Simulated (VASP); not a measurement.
**CoO: single point with revPBE**

Crystal: CoO.

```
CELL_PARAMETERS angstrom
0.00000 2.14207 2.14207
2.14207 0.00000 2.14207
2.14207 2.14207 0.00000
ATOMIC_POSITIONS crystal
Co 0.00000 0.00000 0.00000
O 0.50000 0.50000 0.50000
```

| Quantity | Value |
| --- | --- |
| Program | VASP 6.6.1 |
| Task | single point |
| Functional | revPBE |
| Potentials or basis | VASP PAW PBE potentials, release 64 (Co, O) |
| Cutoff | 520 eV |
| k mesh | 11 × 11 × 11 |
| Occupations | fermi-dirac, width 0.05 eV |
| Spin | collinear spin, ferromagnetic start |
| Starting moments | [2.0, 0.0] μB |

The pressure is -0.3 GPa. The net moment is 2.95 μB per cell. The site moments are Co +2.59; O +0.31 μB and the valence electrons inside the program's atomic spheres are Co 7.76; O 4.98.

Levels at points of the mesh, in eV from the Fermi level:
Spin up:
```tsv
k point	band 5	band 6	band 7	band 8	band 9	band 10	band 11	band 12	band 13	band 14
(0.00, 0.00, 0.00)	-3.07	-3.07	-3.02	-3.02	-3.02	0.96	16.88	18.05	18.05	18.05
```
Spin down:
| k point | band 4 | band 5 | band 6 | band 7 | band 8 | band 9 |
| --- | --- | --- | --- | --- | --- | --- |
| (0.00, 0.00, 0.00) | -2.44 | -1.05 | -1.05 | -1.05 | 0.16 | 0.16 |

It took 71 s on 1 thread of Intel Xeon 8259CL, with other jobs on the host, peak memory 0.17 GiB.

Caveat: the PAW data sets were made with another functional, which shifts forces and pressure a little; a cell with one magnetic atom can't hold antiferromagnetic order, which such compounds often take; semilocal functionals often make such compounds metallic where correlation or magnetic order opens a gap, which also shifts bond lengths. With open d or f shells a metallic result of revPBE can be an artefact of self-interaction; +U or a hybrid may open a gap.
